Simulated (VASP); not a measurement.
# SiO2 (rutile type) (P4_2/mnm) in VASP: a series of runs

Runs on SiO2 (rutile type). Level: PBEsol. Tasks: single point.

Everything below comes from runs of VASP 6.6.1. Logs are shortened: lines on timing, memory, paths and dates and some standing lists are left out, and cuts for length are marked.

## (1) The cell of the first run

It takes space group P4_2/mnm (No. 136, tetragonal). The conventional cell has a = 3.547 Å, b = 3.547 Å, c = 2.322 Å, α = 90.00°, β = 90.00°, γ = 90.00°. Si (site symmetry mmm) has 6 O at 1.50 to 1.54 Å within 2.0 Å. Within 2.2 Å of O (site symmetry m2m) lie 3 Si at 1.50 to 1.54 Å and 9 O at 2.02 to 2.15 Å.

## (2) Single point, PBEsol

Contents of INCAR:

```
  ALGO = Normal
  EDIFF = 1E-7
  ENCUT = 520
  GGA = PS
  ISIF = 2
  ISMEAR = -1
  LASPH = True
  LCHARG = True
  LELF = True
  LREAL = False
  LVHAR = True
  LWAVE = False
  NBANDS = 25
  NELM = 80
  PREC = Accurate
  SIGMA = 0.05
```

Contents of KPOINTS:

```
k-points
0
Gamma
  8 8 11
```

Contents of POSCAR:

```
SiO2
1.0
    3.5471775583      0.0000000000      0.0000000000
    0.0000000000      3.5471775583      0.0000000000
    0.0000000000      0.0000000000      2.3222516494
Si O
2 4
Direct
    0.0000000000      0.0000000000      0.0000000000
    0.5000000000      0.5000000000      0.5000000000
    0.2982232298      0.2982232298      0.0000000000
    0.7017767702      0.7017767702      0.0000000000
    0.7982232298      0.2017767702      0.5000000000
    0.2017767702      0.7982232298      0.5000000000
```

Potentials or basis: VASP PAW PBE potentials, release 64 (Si, O).

Launch:

```console
cat potpaw_PBE.64/Si/POTCAR potpaw_PBE.64/O/POTCAR > POTCAR
mpirun -np 1 vasp_std > vasp.out
```

OUTCAR:

```text
EDIFF = 1E-7
   ENCUT = 520
   GGA = PS
   ISIF = 2
   ISMEAR = -1
   LASPH = True
   LREAL = False
   NELM = 80
   PREC = Accurate

 ion  position               nearest neighbor table
   1  0.000  0.000  0.000-   3 1.50   4 1.50   5 1.54   6 1.54   5 1.54   6 1.54   2 2.76   2 2.76
                             2 2.76   2 2.76   2 2.76   2 2.76   2 2.76   2 2.76
   2  0.500  0.500  0.500-   5 1.50   6 1.50   3 1.54   4 1.54   3 1.54   4 1.54   1 2.76   1 2.76
                             1 2.76   1 2.76   1 2.76   1 2.76   1 2.76   1 2.76
   3  0.298  0.298  0.000-   1 1.50   2 1.54   2 1.54
   4  0.702  0.702  0.000-   1 1.50   2 1.54   2 1.54
   5  0.798  0.202  0.500-   2 1.50   1 1.54   1 1.54
   6  0.202  0.798  0.500-   2 1.50   1 1.54   1 1.54

  LATTYP: Found a simple tetragonal cell.
 ALAT       =     3.5471775583
 C/A-ratio  =     0.6546758969

  Lattice vectors:

 A1 = (   3.5471775583,   0.0000000000,   0.0000000000)
 A2 = (   0.0000000000,   3.5471775583,   0.0000000000)
 A3 = (   0.0000000000,   0.0000000000,   2.3222516494)

Analysis of symmetry for initial positions (statically):
=====================================================================
 Subroutine PRICEL returns:
 Original cell was already a primitive cell.

 Routine SETGRP: Setting up the symmetry group for a
 simple tetragonal supercell.

 Subroutine GETGRP returns: Found 16 space group operations
 (whereof  8 operations were pure point group operations)
 out of a pool of 16 trial point group operations.

The static configuration has the point symmetry D_2h.
 The point group associated with its full space group is D_4h.

Analysis of symmetry for dynamics (positions and initial velocities):
=====================================================================
 Subroutine PRICEL returns:
 Original cell was already a primitive cell.

 Routine SETGRP: Setting up the symmetry group for a
 simple tetragonal supercell.

 Subroutine GETGRP returns: Found 16 space group operations
 (whereof  8 operations were pure point group operations)
 out of a pool of 16 trial point group operations.

The dynamic configuration has the point symmetry D_2h.
 The point group associated with its full space group is D_4h.

 Subroutine INISYM returns: Found 16 space group operations
 (whereof  8 operations are pure point group operations),
 and found     1 'primitive' translations

----------------------------------------------------------------------------------------

                                     Primitive cell

  volume of cell :      29.2197

  direct lattice vectors                    reciprocal lattice vectors
     3.547177558  0.000000000  0.000000000     0.281914278  0.000000000  0.000000000
     0.000000000  3.547177558  0.000000000     0.000000000  0.281914278  0.000000000
     0.000000000  0.000000000  2.322251649     0.000000000  0.000000000  0.430616553

  length of vectors
     3.547177558  3.547177558  2.322251649     0.281914278  0.281914278  0.430616553

  position of ions in fractional coordinates (direct lattice)
     0.000000000  0.000000000  0.000000000
     0.500000000  0.500000000  0.500000000
     0.298223230  0.298223230  0.000000000
     0.701776770  0.701776770  0.000000000
     0.798223230  0.201776770  0.500000000
     0.201776770  0.798223230  0.500000000

  ion indices of the primitive-cell ions
   primitive index   ion index
                 1           1
                 2           2
                 3           3
                 4           4
                 5           5
                 6           6

----------------------------------------------------------------------------------------

 KPOINTS: k-points

Automatic generation of k-mesh.
 Grid dimensions read from file:
 generate k-points for:    8    8   11

 Generating k-lattice:

  Cartesian coordinates                     Fractional coordinates (reciprocal lattice)
     0.035239285  0.000000000  0.000000000     0.125000000  0.000000000  0.000000000
     0.000000000  0.035239285  0.000000000     0.000000000  0.125000000  0.000000000
     0.000000000  0.000000000  0.039146959     0.000000000  0.000000000  0.090909091

  Length of vectors
     0.035239285  0.035239285  0.039146959

  Shift w.r.t. Gamma in fractional coordinates (k-lattice)
     0.000000000  0.000000000  0.000000000

 Subroutine IBZKPT returns following result:
 ===========================================

 Found     90 irreducible k-points:

 Following reciprocal coordinates:
            Coordinates               Weight
  0.000000  0.000000  0.000000      1.000000
  0.125000  0.000000  0.000000      4.000000
  0.250000  0.000000  0.000000      4.000000
  0.375000  0.000000  0.000000      4.000000
  0.500000  0.000000  0.000000      2.000000
  0.125000  0.125000  0.000000      4.000000
[... 16 lines left out ...]
  0.375000  0.125000  0.090909     16.000000
  0.500000  0.125000  0.090909      8.000000
 [... further k-points ...]
   k-points           NKPTS =     90   k-points in BZ     NKDIM =     90   number of bands    NBANDS=     25
   number of dos      NEDOS =    301   number of ions     NIONS =      6
   total plane-waves  NPLWV =  14112
   dimension x,y,z NGX =    28 NGY =   28 NGZ =   18
   dimension x,y,z NGXF=    56 NGYF=   56 NGZF=   36
   ions per type =               2   4
   NGX,Y,Z   is equivalent  to a cutoff of  13.12, 13.12, 12.89 a.u.
   NGXF,Y,Z  is equivalent  to a cutoff of  26.25, 26.25, 25.77 a.u.
 SYSTEM =  unknown system
   PREC   = accura    normal or accurate (medium, high low for compatibility)
   ISTART =      0    job   : 0-new  1-cont  2-samecut
   ICHARG =      2    charge: 1-file 2-atom 10-const
   ISPIN  =      1    spin polarized calculation?
   LNONCOLLINEAR =      F non collinear calculations
   LSORBIT =      F    spin-orbit coupling
   LASPH  =      T    aspherical Exc in radial PAW
   ENCUT  =  520.0 eV  38.22 Ry    6.18 a.u.   6.60  6.60  4.32*2*pi/ulx,y,z
   NELM   =     80;   NELMIN=  2; NELMDL= -5     # of ELM steps
   EDIFF  = 0.1E-06   stopping-criterion for ELM
   LREAL  =      F    real-space projection
   EDIFFG = 0.1E-05   stopping-criterion for IOM
   NSW    =      0    number of steps for IOM
   IBRION =     -1    ionic relax: 0-MD 1-quasi-New 2-CG
   NFREE  =      0    steps in history (QN), initial steepest desc. (CG)
   ISIF   =      2    stress and relaxation
   ISYM   =      2    0-nonsym 1-usesym 2-fastsym
   POTIM  = 0.5000    time-step for ionic-motion
   TEBEG  =    0.0;   TEEND  =   0.0 temperature during run
   PSTRESS=    0.0 pullay stress
   NELECT =      32.0000    total number of electrons
   NUPDOWN=      -1.0000    fix difference up-down
   EMIN   =  10.00;   EMAX   =-10.00  energy-range for DOS
   EFERMI =   0.00;   METHOD = LEGACY
   ISMEAR =    -1;   SIGMA  =   0.05  broadening in eV -4-tet -1-fermi 0-gaus
   EFERMI_NEDOS =   21; number of points for ismear=-14 and -15
   IALGO  =     38    algorithm
   IMIX   =      4    mixing-type and parameters
     AMIX     =   0.40;   BMIX     =  1.00
     AMIX_MAG =   1.60;   BMIX_MAG =  1.00
  volume/ion in A,a.u.               =       4.87        32.86
  Fermi-wavevector in a.u.,A,eV,Ry     =   1.687459  3.188834 38.742812  2.847516
  Thomas-Fermi vector in A             =   2.769941
   LORBIT       =      0    0 simple, 1 ext, 2 COOP (PROOUT), +10 PAW based schemes
   GGA     = PS    functional components
   LHFCALC =     F    Hartree Fock is set to
   AEXX    =    0.0000 exact exchange contribution
   IVDW    =     0    specifies the selected vdW correction
   LEPSILON=     F    determine dielectric tensor
   LRPA    =     F    only Hartree local field effects (RPA)
 non-spin polarized calculation
  energy-cutoff  :      520.00
  volume of cell :       29.22
 maximum number of plane-waves:       809
 NGX is ok and might be reduce to    28
   NGX = 13   NGY = 13   NGZ =  9

 number of electron      32.0000009 magnetization

 Free energy of the ion-electron system (eV)
  ---------------------------------------------------
  ext. energy  EPLUGINS =         0.00000000
  ---------------------------------------------------
  free energy    TOTEN  =       -34.34834554 eV

  energy without entropy =      -34.34834554  energy(sigma->0) =      -34.34834554

 E-fermi :  17.1014     XC(G=0): -15.1448

 val. band max:       16.2161676938   @ k =   0.0000   0.0000   0.0000
 cond. band min:      23.0942931079   @ k =   0.0000   0.0000   0.0000
 fundamental gap:      6.8781254141
 Fermi energy:        17.1013944981

 k-point     1 :       0.0000    0.0000    0.0000
  band No.  band energies     occupation
      1     -12.4127      2.00000
      2      -5.8869      2.00000
      3      -5.8869      2.00000
      4      -4.7777      2.00000
      5       1.5262      2.00000
      6       4.4833      2.00000
[... 17 lines left out ...]
     24      36.8055      0.00000
     25      36.8514      0.00000

 k-point     2 :       0.1250    0.0000    0.0000
  band No.  band energies     occupation
      1     -12.2746      2.00000
      2      -6.6643      2.00000
      3      -5.7974      2.00000
      4      -4.3499      2.00000
      5       1.5365      2.00000
      6       4.8163      2.00000
[... 17 lines left out ...]
     24      36.4150      0.00000
     25      37.1510      0.00000

 k-point     3 :       0.2500    0.0000    0.0000
  band No.  band energies     occupation
      1     -11.8647      2.00000
      2      -7.9191      2.00000
      3      -5.5390      2.00000
      4      -4.0867      2.00000
      5       1.6501      2.00000
      6       4.8363      2.00000
[... 552 lines left out ...]
 k-point    23 :       0.3750    0.1250    0.0909
  band No.  band energies     occupation
      1     -10.9029      2.00000
      2      -8.9312      2.00000
      3      -5.4957      2.00000
      4      -4.4420      2.00000
      5       2.5373      2.00000
      6       4.1621      2.00000
[... 17 lines left out ...]
     24      34.3025      0.00000
     25      35.3554      0.00000

 k-point    24 :       0.5000    0.1250    0.0909
  band No.  band energies     occupation
      1     -10.0107      2.00000
      2     -10.0107      2.00000
      3      -4.9676      2.00000
      4      -4.9676      2.00000
      5       3.2653      2.00000
      6       3.2653      2.00000
[... 17 lines left out ...]
     24      33.3935      0.00000
     25      36.0628      0.00000

 [... further k-points ...]
[... 5 lines left out ...]
  --------------------------------------------------------------------------------------
  -------------------------------------------------------------------------------------
  Total       71.1255711     71.1255711     71.5426691     -0.0000000      0.0000000      0.0000000
  in kB     3899.9695207   3899.9695207   3922.8399093     -0.0000000      0.0000000      0.0000000
  external PRESSURE =    3907.5929836 kB  Pullay stress =       0.0000000 kB

 VOLUME and BASIS-vectors are now :
 -----------------------------------------------------------------------------
  energy-cutoff  :      520.00
  volume of cell :       29.22
      direct lattice vectors                 reciprocal lattice vectors
     3.547177558  0.000000000  0.000000000     0.281914278  0.000000000  0.000000000
     0.000000000  3.547177558  0.000000000     0.000000000  0.281914278  0.000000000
     0.000000000  0.000000000  2.322251649     0.000000000  0.000000000  0.430616553

 POSITION                                       TOTAL-FORCE (eV/Angst)
 -----------------------------------------------------------------------------------
      0.00000      0.00000      0.00000         0.000000      0.000000      0.000000
      1.77359      1.77359      1.16113         0.000000      0.000000      0.000000
      1.05785      1.05785      0.00000        -0.042493     -0.042493      0.000000
      2.48933      2.48933      0.00000         0.042493      0.042493      0.000000
      2.83144      0.71574      1.16113        -0.042493      0.042493      0.000000
      0.71574      2.83144      1.16113         0.042493     -0.042493      0.000000
 -----------------------------------------------------------------------------------
    total drift:                                0.000000      0.000000     -0.000000

  FREE ENERGIE OF THE ION-ELECTRON SYSTEM (eV)
  ---------------------------------------------------
  free  energy   TOTEN  =       -34.3483455420 eV

  energy  without entropy=      -34.3483455419  energy(sigma->0) =      -34.34834554
```

Wall time 2 min (1 thread of Intel Xeon 8259CL, shared host); peak memory 0.17 GiB.

Results:

- Free energy: -34.3483 eV
- Pressure: 390.8 GPa
- Largest force: 0.060 eV/Å
- Band gap on the k mesh: 6.88 eV

Forces on the atoms (eV/Å):
```
Si   0.000  0.000  0.000
Si   0.000  0.000  0.000
O   -0.042 -0.042  0.000
O    0.042  0.042  0.000
O   -0.042  0.042  0.000
O    0.042 -0.042  0.000
```

Levels at points of the mesh, in eV from the valence-band top:
```tsv
k point	band 12	band 13	band 14	band 15	band 16	band 17	band 18	band 19	band 20	band 21
(0.00, 0.00, 0.00)	-5.00	-2.66	-1.23	-1.23	0.00	6.88	11.66	11.80	11.80	15.38
(0.50, 0.00, 0.00)	-6.26	-3.87	-3.87	-1.55	-1.55	10.41	10.41	13.59	13.59	15.31
(0.50, 0.50, 0.00)	-5.36	-4.41	-4.41	-4.36	-4.36	11.26	11.26	14.21	14.21	15.68
```

Caveat: the cell stands under pressure; the PAW data sets were made with another functional, which shifts forces and pressure a little; an odd mesh through Γ misses points on the zone boundary, where band edges can lie.

## (3) Single point, PBEsol (4.87 Å³/atom)

Contents of INCAR:

```
SYSTEM = SiO2
PREC = Accurate ; ENCUT = 520
EDIFF = 1E-6 ; ISMEAR = -1
SIGMA = 0.05 ; LREAL = .FALSE.
LASPH = .TRUE. ; NELM = 60
ALGO = Normal ; ISIF = 2
LWAVE = .FALSE. ; LCHARG = .FALSE.
GGA = PS ; NBANDS = 25
```

Contents of KPOINTS:

```
Automatic mesh
0
G
  8 8 11
  0 0 0
```

POSCAR is that of step 2.

Potentials or basis: VASP PAW PBE potentials, release 64 (Si, O).

Launch:

```console
cat potpaw_PBE.64/Si/POTCAR potpaw_PBE.64/O/POTCAR > POTCAR
mpirun -np 1 vasp_std > vasp.out
```

Wall time 1.7 min (1 thread of Intel Xeon 8259CL, shared host); peak memory 0.17 GiB.

Results (log left out):

| Quantity | Value |
| --- | --- |
| Free energy | -34.3483 eV |
| Pressure | 390.7 GPa |
| Largest force | 0.060 eV/Å |
| Band gap on the k mesh | 6.88 eV |

Forces in eV/Å, atoms in the order of the input:
```
Si   0.000  0.000  0.000
Si   0.000  0.000  0.000
O   -0.042 -0.042  0.000
O    0.042  0.042  0.000
O   -0.042  0.042  0.000
O    0.042 -0.042  0.000
```

Stress tensor (GPa, compression positive):
```
389.96   0.00   0.00
  0.00 389.96   0.00
  0.00   0.00 392.24
```

Levels at points of the mesh, in eV from the valence-band top:
| k point | band 14 | band 15 | band 16 | band 17 | band 18 | band 19 |
| --- | --- | --- | --- | --- | --- | --- |
| (0.00, 0.00, 0.00) | -1.23 | -1.23 | 0.00 | 6.88 | 11.66 | 11.80 |
| (0.50, 0.00, 0.00) | -3.87 | -1.55 | -1.55 | 10.41 | 10.41 | 13.59 |
| (0.50, 0.50, 0.00) | -4.41 | -4.36 | -4.36 | 11.26 | 11.26 | 14.21 |

Caveat: the cell stands under pressure; the PAW data sets were made with another functional, which shifts forces and pressure a little; an odd mesh through Γ misses points on the zone boundary, where band edges can lie.

## (4) Single point, PBEsol

This run uses another cell than the first one, of 5.66 Å³/atom.

Contents of INCAR:

```
PREC = Accurate
ENCUT = 520
EDIFF = 1E-6
ISMEAR = -1
SIGMA = 0.05
LREAL = False
LASPH = True
NELM = 60
ALGO = Normal
ISIF = 2
LWAVE = False
LCHARG = False
GGA = PS
NBANDS = 25
```

Contents of KPOINTS:

```
Automatic mesh
0
Gamma
  8 8 11
```

Contents of POSCAR:

```
SiO2
1.0
    3.7281539530      0.0000000000      0.0000000000
    0.0000000000      3.7281539530      0.0000000000
    0.0000000000      0.0000000000      2.4413400009
Si O
2 4
Direct
    0.0000000000      0.0000000000      0.0000000000
    0.5000000000      0.5000000000      0.5000000000
    0.2995288203      0.2995288203      0.0000000000
    0.7004711797      0.7004711797      0.0000000000
    0.7995288203      0.2004711797      0.5000000000
    0.2004711797      0.7995288203      0.5000000000
```

Launch:

```console
cat potpaw_PBE.64/Si/POTCAR potpaw_PBE.64/O/POTCAR > POTCAR
mpirun -np 1 vasp_std > vasp.out
```

It took 1.7 min on 1 thread of Intel Xeon 8259CL, shared host; peak memory 0.18 GiB.

The run converged. Its results:

| Property | Result |
| --- | --- |
| Free energy | -42.7667 eV |
| Pressure | 199.2 GPa |
| Largest force | 0.026 eV/Å |
| Band gap on the k mesh | 6.86 eV |

Forces in eV/Å, atoms in the order of the input:
```
Si   0.000  0.000  0.000
Si   0.000  0.000  0.000
O   -0.019 -0.019  0.000
O    0.019  0.019  0.000
O   -0.019  0.019  0.000
O    0.019 -0.019  0.000
```

Stress tensor (GPa, compression positive):
```
198.82   0.00   0.00
  0.00 198.82   0.00
  0.00   0.00 200.04
```

Levels at points of the mesh, in eV from the valence-band top:
```tsv
k point	band 13	band 14	band 15	band 16	band 17	band 18	band 19	band 20
(0.00, 0.00, 0.00)	-2.62	-1.13	-1.13	0.00	6.86	10.49	10.49	11.18
(0.50, 0.00, 0.00)	-3.46	-3.46	-1.37	-1.37	9.90	9.90	12.01	12.01
(0.50, 0.50, 0.00)	-3.92	-3.92	-3.55	-3.55	10.39	10.39	12.82	12.82
```

Caveat: the cell stands under pressure; the PAW data sets were made with another functional, which shifts forces and pressure a little; an odd mesh through Γ misses points on the zone boundary, where band edges can lie.
